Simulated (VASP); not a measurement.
Wanted: the native input for a VASP 6.6.1 run.

- Task: single point
- Functional: PBE
- Potentials or basis: VASP PAW PBE potentials, release 64 (Sr_sv)
- Cutoff: 520 eV
- k mesh: 13 × 13 × 13
- Occupations: fermi-dirac, width 0.05 eV
- Spin: no spin polarisation
- Dipole correction: no
- Further INCAR settings: ALGO = Normal; EDIFF = 1e-06; NBANDS = 11

The structure of Sr lies in POSCAR:

```
Sr
1.0
    0.0000000000      2.6575264850      2.6575264850
    2.6575264850      0.0000000000      2.6575264850
    2.6575264850      2.6575264850      0.0000000000
Sr
1
Direct
    0.0000000000      0.0000000000      0.0000000000
```

One way to write it, as run:

INCAR

```
PREC = Accurate
ENCUT = 520
EDIFF = 1E-6
ISMEAR = -1
SIGMA = 0.05
LREAL = False
LASPH = True
NELM = 100
ALGO = Normal
ISIF = 2
LWAVE = False
LCHARG = True
GGA = PE
LELF = True
LVHAR = True
NBANDS = 11
```

KPOINTS

```
regular mesh
0
Gamma
  13 13 13
```

Potentials or basis: VASP PAW PBE potentials, release 64 (Sr_sv).

Run with:

```bash
$ cat potpaw_PBE.64/Sr_sv/POTCAR > POTCAR
$ mpirun -np 1 vasp_std > vasp.out
```

It gave:

| Quantity | Value |
| --- | --- |
| Pressure | 8.2 GPa |

Caveat: the cell stands under pressure.

Wall time 13 s on 1 thread of Intel(R) Xeon(R) 6975P-C (Granite Rapids) (shared host), peak memory 0.17 GiB.
